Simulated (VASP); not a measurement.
SiO2 (Cristobalite), 12 atoms in the cell. Symmetry: P4_12_12, No. 92, tetragonal system. Conventional cell: a = 4.989 Å, b = 4.989 Å, c = 6.991 Å, α = 90.00°, β = 90.00°, γ = 90.00°. Si (site symmetry 2) has 4 O at 1.60 to 1.61 Å within 2.1 Å. Within 2.1 Å of O (site symmetry 1) lie 2 Si at 1.60 to 1.61 Å. 

- Program: VASP 6.6.1
- Task: relaxation of the atoms
- Functional: PBE
- Potentials or basis: VASP PAW PBE potentials, release 64 (Si, O)
- Cutoff: 520 eV
- k mesh: 4 × 4 × 3
- Occupations: fermi-dirac, width 0.02 eV
- Spin: no spin polarisation
- Dipole correction: no
- Further INCAR settings: ALGO = Normal; EDIFF = 1e-06; IBRION = 2; EDIFFG = -0.02; NSW = 80

Potentials or basis: VASP PAW PBE potentials, release 64 (Si, O).

Run with:

```bash
$ cat potpaw_PBE.64/Si/POTCAR potpaw_PBE.64/O/POTCAR > POTCAR
$ mpirun -np 1 vasp_std > vasp.out
```

Hardware: 1 thread of Intel(R) Xeon(R) Platinum 8375C CPU @ 2.90GHz (Ice Lake), with other jobs on the host.

Q: How long does it take, and how much memory?

A: It took 10 min on 1 thread of Intel(R) Xeon(R) Platinum 8375C CPU @ 2.90GHz (Ice Lake), with other jobs on the host, peak memory 0.31 GiB. Counts: scf iterations 125, k points 12, ion steps 20.
